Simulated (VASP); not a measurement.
# Si in VASP: single point with PBE

Aim: the single point of Si with PBE.

Everything below comes from runs of VASP 6.6.1. Logs are shortened: lines on timing, memory, paths and dates and some standing lists are left out, and cuts for length are marked.

## Step 1: The cell of the first run

The cell holds a wire or tube with vacuum around it, 14 atoms: a = 16.700 Å, b = 17.500 Å, c = 3.868 Å, α = 90.00°, β = 90.00°, γ = 90.00°.

## Step 2: Single point, PBE, collinear spin

File INCAR:

```
SYSTEM = Si
PREC = Accurate ; ENCUT = 520
EDIFF = 1E-6 ; ISMEAR = 0
SIGMA = 0.05 ; LREAL = .False.
LASPH = .True. ; NELM = 150
ALGO = Normal ; ISIF = 2
LWAVE = .False. ; LCHARG = .True.
ISPIN = 2 ; MAGMOM = 0.3 0.3 0.3 0.3 0.3 0.3 0.3 0.3 0.3 0.3 0.3 0.3 0.3 0.3
LORBIT = 11 ; GGA = PE
LELF = .True. ; LVHAR = .True.
NBANDS = 45
```

File KPOINTS:

```
Automatic mesh
0
Gamma
  1 1 9
  0 0 0
```

File POSCAR:

```
Si
1.0
   16.7000000000      0.0000000000      0.0000000000
    0.0000000000     17.5000000000      0.0000000000
    0.0000000000      0.0000000000      3.8676454502
Si
14
Direct
    0.5000000000      0.5781382379      0.5000000000
    0.5000000000      0.2655852864      0.5000000000
    0.6157977680      0.5000000000      0.5000000000
    0.6157977680      0.7344147136      0.0000000000
    0.6157977680      0.4218617621      0.0000000000
    0.2684044641      0.6562764757      0.0000000000
    0.7315955359      0.6562764757      0.0000000000
    0.3842022320      0.7344147136      0.0000000000
    0.3842022320      0.4218617621      0.0000000000
    0.5000000000      0.6562764757      0.0000000000
    0.5000000000      0.3437235243      0.0000000000
    0.2684044641      0.5781382379      0.5000000000
    0.7315955359      0.5781382379      0.5000000000
    0.3842022320      0.5000000000      0.5000000000
```

Potentials or basis: VASP PAW PBE potentials, release 64 (Si).

Launch:

```bash
cat potpaw_PBE.64/Si/POTCAR > POTCAR
mpirun -np 1 vasp_std > vasp.out
```

OUTCAR:

```text
SYSTEM = Si
   PREC = Accurate
   ENCUT = 520
   EDIFF = 1E-6
   ISMEAR = 0
   LREAL = .False.
   LASPH = .True.
   NELM = 150
   ISIF = 2
   ISPIN = 2
   LORBIT = 11
   GGA = PE

 ion  position               nearest neighbor table
   1  0.500  0.578  0.500-  10 2.37  10 2.37  14 2.37   3 2.37
   2  0.500  0.266  0.500-  11 2.37  11 2.37
   3  0.616  0.500  0.500-  13 2.37   5 2.37   5 2.37   1 2.37
   4  0.616  0.734  0.000-   7 2.37  10 2.37
   5  0.616  0.422  0.000-  11 2.37   3 2.37   3 2.37
   6  0.268  0.656  0.000-  12 2.37  12 2.37   8 2.37
   7  0.732  0.656  0.000-  13 2.37  13 2.37   4 2.37
   8  0.384  0.734  0.000-   6 2.37  10 2.37
   9  0.384  0.422  0.000-  11 2.37  14 2.37  14 2.37
  10  0.500  0.656  0.000-   1 2.37   1 2.37   8 2.37   4 2.37
  11  0.500  0.344  0.000-   5 2.37   9 2.37   2 2.37   2 2.37
  12  0.268  0.578  0.500-   6 2.37   6 2.37  14 2.37
  13  0.732  0.578  0.500-   7 2.37   7 2.37   3 2.37
  14  0.384  0.500  0.500-  12 2.37   9 2.37   9 2.37   1 2.37

  LATTYP: Found a simple orthorhombic cell.
 ALAT       =     3.8676454502
 B/A-ratio  =     4.3178725183
 C/A-ratio  =     4.5247167108

  Lattice vectors:

 A1 = (   0.0000000000,   0.0000000000,   3.8676454502)
 A2 = (  16.7000000000,   0.0000000000,   0.0000000000)
 A3 = (   0.0000000000,  17.5000000000,   0.0000000000)

Analysis of symmetry for initial positions (statically):
=====================================================================
 Subroutine PRICEL returns:
 Original cell was already a primitive cell.

 Routine SETGRP: Setting up the symmetry group for a
 simple orthorhombic supercell.

 Subroutine GETGRP returns: Found  4 space group operations
 (whereof  4 operations were pure point group operations)
 out of a pool of  8 trial point group operations.

The static configuration has the point symmetry C_2v.

Analysis of symmetry for dynamics (positions and initial velocities):
=====================================================================
 Subroutine PRICEL returns:
 Original cell was already a primitive cell.

 Routine SETGRP: Setting up the symmetry group for a
 simple orthorhombic supercell.

 Subroutine GETGRP returns: Found  4 space group operations
 (whereof  4 operations were pure point group operations)
 out of a pool of  8 trial point group operations.

The dynamic configuration has the point symmetry C_2v.

Analysis of structural, dynamic, and magnetic symmetry:
=====================================================================
 Subroutine PRICEL returns:
 Original cell was already a primitive cell.

 Routine SETGRP: Setting up the symmetry group for a
 simple orthorhombic supercell.

 Subroutine GETGRP returns: Found  4 space group operations
 (whereof  4 operations were pure point group operations)
 out of a pool of  8 trial point group operations.

The overall configuration has the point symmetry C_2v.

 Subroutine INISYM returns: Found  4 space group operations
 (whereof  4 operations are pure point group operations),
 and found     1 'primitive' translations

----------------------------------------------------------------------------------------

                                     Primitive cell

  volume of cell :    1130.3194

  direct lattice vectors                    reciprocal lattice vectors
    16.700000000  0.000000000  0.000000000     0.059880240  0.000000000  0.000000000
     0.000000000 17.500000000  0.000000000     0.000000000  0.057142857  0.000000000
     0.000000000  0.000000000  3.867645450     0.000000000  0.000000000  0.258555241

  length of vectors
    16.700000000 17.500000000  3.867645450     0.059880240  0.057142857  0.258555241

  position of ions in fractional coordinates (direct lattice)
     0.500000000  0.578138238  0.500000000
     0.500000000  0.265585286  0.500000000
     0.615797768  0.500000000  0.500000000
     0.615797768  0.734414714  0.000000000
     0.615797768  0.421861762  0.000000000
     0.268404464  0.656276476  0.000000000
     0.731595536  0.656276476  0.000000000
     0.384202232  0.734414714  0.000000000
     0.384202232  0.421861762  0.000000000
     0.500000000  0.656276476  0.000000000
     0.500000000  0.343723524  0.000000000
     0.268404464  0.578138238  0.500000000
     0.731595536  0.578138238  0.500000000
     0.384202232  0.500000000  0.500000000

  ion indices of the primitive-cell ions
[... 39 lines left out ...]

 Found      5 irreducible k-points:

 Following reciprocal coordinates:
            Coordinates               Weight
  0.000000  0.000000  0.000000      1.000000
  0.000000  0.000000  0.111111      2.000000
  0.000000  0.000000  0.222222      2.000000
  0.000000  0.000000  0.333333      2.000000
  0.000000  0.000000  0.444444      2.000000
   k-points           NKPTS =      5   k-points in BZ     NKDIM =      5   number of bands    NBANDS=     45
   number of dos      NEDOS =    301   number of ions     NIONS =     14
   total plane-waves  NPLWV = 529200
   dimension x,y,z NGX =   126 NGY =  140 NGZ =   30
   dimension x,y,z NGXF=   252 NGYF=  280 NGZF=   60
   ions per type =              14
   NGX,Y,Z   is equivalent  to a cutoff of  12.54, 13.30, 12.90 a.u.
   NGXF,Y,Z  is equivalent  to a cutoff of  25.09, 26.60, 25.79 a.u.
 SYSTEM =  Si
   PREC   = accura    normal or accurate (medium, high low for compatibility)
   ISTART =      0    job   : 0-new  1-cont  2-samecut
   ICHARG =      2    charge: 1-file 2-atom 10-const
   ISPIN  =      2    spin polarized calculation?
   LNONCOLLINEAR =      F non collinear calculations
   LSORBIT =      F    spin-orbit coupling
   LASPH  =      T    aspherical Exc in radial PAW
   ENCUT  =  520.0 eV  38.22 Ry    6.18 a.u.  31.05 32.54  7.19*2*pi/ulx,y,z
   NELM   =    150;   NELMIN=  2; NELMDL= -5     # of ELM steps
   EDIFF  = 0.1E-05   stopping-criterion for ELM
   LREAL  =      F    real-space projection
   EDIFFG = 0.1E-04   stopping-criterion for IOM
   NSW    =      0    number of steps for IOM
   IBRION =     -1    ionic relax: 0-MD 1-quasi-New 2-CG
   NFREE  =      0    steps in history (QN), initial steepest desc. (CG)
   ISIF   =      2    stress and relaxation
   ISYM   =      2    0-nonsym 1-usesym 2-fastsym
   POTIM  = 0.5000    time-step for ionic-motion
   TEBEG  =    0.0;   TEEND  =   0.0 temperature during run
   PSTRESS=    0.0 pullay stress
   NELECT =      56.0000    total number of electrons
   NUPDOWN=      -1.0000    fix difference up-down
   EMIN   =  10.00;   EMAX   =-10.00  energy-range for DOS
   EFERMI =   0.00;   METHOD = LEGACY
   ISMEAR =     0;   SIGMA  =   0.05  broadening in eV -4-tet -1-fermi 0-gaus
   EFERMI_NEDOS =   21; number of points for ismear=-14 and -15
   IALGO  =     38    algorithm
   IMIX   =      4    mixing-type and parameters
     AMIX     =   0.40;   BMIX     =  1.00
     AMIX_MAG =   1.60;   BMIX_MAG =  1.00
  volume/ion in A,a.u.               =      80.74       544.84
  Fermi-wavevector in a.u.,A,eV,Ry     =   0.601271  1.136238  4.918875  0.361527
  Thomas-Fermi vector in A             =   1.653443
   LORBIT       =     11    0 simple, 1 ext, 2 COOP (PROOUT), +10 PAW based schemes
   GGA     = PE    functional components
   LHFCALC =     F    Hartree Fock is set to
   AEXX    =    0.0000 exact exchange contribution
   IVDW    =     0    specifies the selected vdW correction
   LEPSILON=     F    determine dielectric tensor
   LRPA    =     F    only Hartree local field effects (RPA)
 spin polarized calculation
 Gauss-broadening in eV      SIGMA  =   0.05
  energy-cutoff  :      520.00
  volume of cell :     1130.32
 maximum number of plane-waves:     30481
 NGX is ok and might be reduce to   126
   NGX = 63   NGY = 65   NGZ = 15

 number of electron      55.9999998 magnetization       1.6998546

 Free energy of the ion-electron system (eV)
  ---------------------------------------------------
  ext. energy  EPLUGINS =         0.00000000
  ---------------------------------------------------
  free energy    TOTEN  =       -63.76773186 eV

  energy without entropy =      -63.75782237  energy(sigma->0) =      -63.76277711

 E-fermi :  -2.0560     XC(G=0):  -3.3853

 val. band max:       -2.0682608370   @ k =   0.0000   0.0000   0.1111
 cond. band min:      -2.0526313681   @ k =   0.0000   0.0000   0.0000
 fundamental gap:      0.0156294689
 Fermi energy:        -2.0559919860

 spin component 1

 k-point     1 :       0.0000    0.0000    0.0000
  band No.  band energies     occupation
      1     -13.2936      1.00000
      2     -12.4587      1.00000
      3     -12.3567      1.00000
      4     -11.6380      1.00000
      5     -11.3489      1.00000
      6     -11.2543      1.00000
[... 204 lines left out ...]
     39       0.9887      0.00000
     40       1.2031      0.00000
 Fermi energy:        -2.0559919860

 spin component 2

 k-point     1 :       0.0000    0.0000    0.0000
  band No.  band energies     occupation
      1     -13.2309      1.00000
      2     -12.3493      1.00000
      3     -12.2966      1.00000
      4     -11.5118      1.00000
      5     -11.2275      1.00000
      6     -11.1809      1.00000
[... 204 lines left out ...]
     39       1.0530      0.00000
     40       1.3307      0.00000
 [bands above 40 left out]

------------------------ aborting loop because EDIFF is reached ----------------------------------------

  FORCE on cell =-STRESS in cart. coord.  units (eV):
  Direction    XX          YY          ZZ          XY          YZ          ZX
  --------------------------------------------------------------------------------------
  -------------------------------------------------------------------------------------
  Total       -3.1185041     -2.6301891     -6.1225294      0.0000000      0.0000000      0.0000000
  in kB       -4.4203405     -3.7281758     -8.6784124      0.0000000      0.0000000      0.0000000
  external PRESSURE =      -5.6089762 kB  Pullay stress =       0.0000000 kB

 VOLUME and BASIS-vectors are now :
 -----------------------------------------------------------------------------
  energy-cutoff  :      520.00
  volume of cell :     1130.32
      direct lattice vectors                 reciprocal lattice vectors
    16.700000000  0.000000000  0.000000000     0.059880240  0.000000000  0.000000000
     0.000000000 17.500000000  0.000000000     0.000000000  0.057142857  0.000000000
     0.000000000  0.000000000  3.867645450     0.000000000  0.000000000  0.258555241

 POSITION                                       TOTAL-FORCE (eV/Angst)
 -----------------------------------------------------------------------------------
      8.35000     10.11742      1.93382        -0.000000      0.462126      0.000000
      8.35000      4.64774      1.93382        -0.000000     -0.300461      0.000000
     10.28382      8.75000      1.93382         0.221573     -0.542368      0.000000
     10.28382     12.85226      0.00000         0.472386     -0.191253     -0.000000
     10.28382      7.38258      0.00000        -0.347284      0.220087      0.000000
      4.48235     11.48484      0.00000         0.265130     -0.626953      0.000000
     12.21765     11.48484      0.00000        -0.265130     -0.626953      0.000000
      6.41618     12.85226      0.00000        -0.472386     -0.191253      0.000000
      6.41618      7.38258      0.00000         0.347284      0.220087      0.000000
      8.35000     11.48484      0.00000        -0.000000     -0.291108      0.000000
      8.35000      6.01516      0.00000        -0.000000      0.334074      0.000000
      4.48235     10.11742      1.93382         0.309172      1.038172      0.000000
     12.21765     10.11742      1.93382        -0.309172      1.038172     -0.000000
      6.41618      8.75000      1.93382        -0.221573     -0.542368      0.000000
 -----------------------------------------------------------------------------------
    total drift:                               -0.000000      0.000034     -0.000000

  FREE ENERGIE OF THE ION-ELECTRON SYSTEM (eV)
  ---------------------------------------------------
  free  energy   TOTEN  =       -63.7677318599 eV

  energy  without entropy=      -63.7578223667  energy(sigma->0) =      -63.76277711

 total charge

# of ion       s       p       d       tot
------------------------------------------
    1        0.791   0.858   0.000   1.650
    2        0.887   0.701   0.000   1.588
    3        0.770   0.891   0.000   1.662
    4        0.873   0.698   0.000   1.571
    5        0.813   0.815   0.000   1.628
    6        0.802   0.820   0.000   1.622
    7        0.802   0.820   0.000   1.622
    8        0.873   0.698   0.000   1.571
    9        0.813   0.815   0.000   1.628
   10        0.771   0.906   0.000   1.677
   11        0.767   0.903   0.000   1.671
   12        0.817   0.801   0.000   1.618
   13        0.817   0.801   0.000   1.618
   14        0.770   0.891   0.000   1.662
--------------------------------------------------
tot         11.367  11.421   0.000  22.789

 magnetization (x)

# of ion       s       p       d       tot
------------------------------------------
    1       -0.001   0.004   0.000   0.003
    2        0.000   0.014   0.000   0.014
    3        0.003   0.015   0.000   0.018
    4        0.010   0.030   0.000   0.040
    5        0.003   0.033   0.000   0.036
    6        0.029   0.118   0.000   0.147
    7        0.029   0.118   0.000   0.147
    8        0.010   0.030   0.000   0.040
    9        0.003   0.033   0.000   0.036
   10        0.007   0.038   0.000   0.045
   11       -0.001  -0.001   0.000  -0.002
   12        0.005   0.020   0.000   0.025
   13        0.005   0.020   0.000   0.025
   14        0.003   0.015   0.000   0.018
--------------------------------------------------
tot          0.107   0.485   0.000   0.592
```

Wall time 38 min (1 thread of Oxide Virtual Turin-like, shared host); peak memory 1.4 GiB.

Results:

```yaml
Free_energy: -63.7677 eV
Largest_force: 1.083 eV/Å
Net_moment: 1.70 μB per cell
Site_moments: Si +0.00, +0.01, +0.02, +0.04, +0.15, -0.00, +0.03 (each value once) μB
Valence_electrons_inside_the_program's_atomic_spheres: Si 1.65, 1.59, 1.66, 1.57, 1.63, 1.62, 1.68, 1.67 (each value once)
```

Forces on the atoms (eV/Å):
```
Si   0.000  0.462  0.000
Si   0.000 -0.300  0.000
Si   0.222 -0.542  0.000
Si   0.472 -0.191  0.000
Si  -0.347  0.220  0.000
Si   0.265 -0.627  0.000
Si  -0.265 -0.627  0.000
Si  -0.472 -0.191  0.000
Si   0.347  0.220  0.000
Si   0.000 -0.291  0.000
Si   0.000  0.334  0.000
Si   0.309  1.038  0.000
Si  -0.309  1.038  0.000
Si  -0.222 -0.542  0.000
```

Levels at points of the mesh, in eV from the Fermi level:
Spin up:
| k point | band 25 | band 26 | band 27 | band 28 | band 29 | band 30 | band 31 | band 32 | band 33 | band 34 |
| --- | --- | --- | --- | --- | --- | --- | --- | --- | --- | --- |
| (0.00, 0.00, 0.00) | -0.77 | -0.57 | -0.48 | 0.00 | 0.34 | 0.44 | 0.46 | 0.80 | 1.35 | 1.91 |
Spin down:
```
           k point  band 24  band 25  band 26  band 27  band 28  band 29  band 30  band 31
(0.00, 0.00, 0.00)    -0.72    -0.66    -0.48    -0.15     0.18     0.45     0.56     0.67
```

Caveat: a moment this small can come from the mesh or the smearing.
